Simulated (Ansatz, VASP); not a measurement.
**One calculation of Mg3Se, two programs**

Contents of INCAR:

```
SYSTEM = Mg3Se
ALGO = Normal ; EDIFF = 1E-6
EDIFFG = -0.04 ; ENCUT = 600
GGA = PE ; IBRION = 2
ISIF = 3 ; ISMEAR = 0
LASPH = .True. ; LCHARG = .False.
LREAL = .False. ; LWAVE = .False.
NELM = 100 ; NSW = 90
PREC = Accurate ; SIGMA = 0.1
```

File KPOINTS:

```
k-points
0
Gamma
  4 4 4
  0 0 0
```

File POSCAR:

```
Mg3Se
1.0
    4.3128833469      0.0000000000      0.0000000000
    0.0000000000      4.3128833469      0.0000000000
    0.0000000000      0.0000000000      4.3128833469
Mg Se
3 1
Direct
    0.0000000000      0.5000000000      0.5000000000
    0.5000000000      0.0000000000      0.5000000000
    0.5000000000      0.5000000000      0.0000000000
    0.0000000000      0.0000000000      0.0000000000
```

Input for Ansatz:

```yaml
crystal:
  lattice:
    - [4.3128833469, 0.0, 0.0]
    - [0.0, 4.3128833469, 0.0]
    - [0.0, 0.0, 4.3128833469]
  atoms:
    - { symbol: Mg, position: [0.0, 0.5, 0.5] }
    - { symbol: Mg, position: [0.5, 0.0, 0.5] }
    - { symbol: Mg, position: [0.5, 0.5, 0.0] }
    - { symbol: Se, position: [0.0, 0.0, 0.0] }
basis:
  ecutwfc: 420
kpoints:
  mp_grid: { grid: [4, 4, 4] }
hamiltonian:
  xc: pbe
scf:
  occupations: { method: gaussian, width: 0.1 }
  lower_state_search: "off"
output:
  forces: true
  stress: true
  eigenvalues: true
relax:
  adjacent_minimum: "off"
  f_tol: 0.04
  max_steps: 70
  cell: { stress_tol: 0.4 }
```

Alike in both runs: task relaxation of cell and atoms; functional PBE; k mesh 4 × 4 × 4; occupations gaussian, width 0.1 eV; no spin polarisation.

```csv
,VASP,Ansatz
version,VASP 6.6.1,Ansatz 0.2.0
potentials or method,"VASP PAW PBE potentials, release 64 (Mg, Se), cutoff 600 eV","scalar-relativistic, plane waves, PAW"
valence electrons in the cell,12,46
```

```csv
,VASP,Ansatz,Ansatz less VASP
"gap on the k mesh at the Fermi level, each at its own relaxed structure (eV)",none,none,-
relaxed volume (Å³/atom),22.12,22.35,+0.231
relaxed cell length with the largest relative difference (Å),4.456,4.471,+0.0155
```

A gap of «none» marks a metal or a gap that the smearing closes. VASP's potentials hold 12 valence electrons a cell and Ansatz's 46, so a difference there can come from the potentials and not from the codes.

The k mesh is coarse, so the values compare programs but aren't converged.
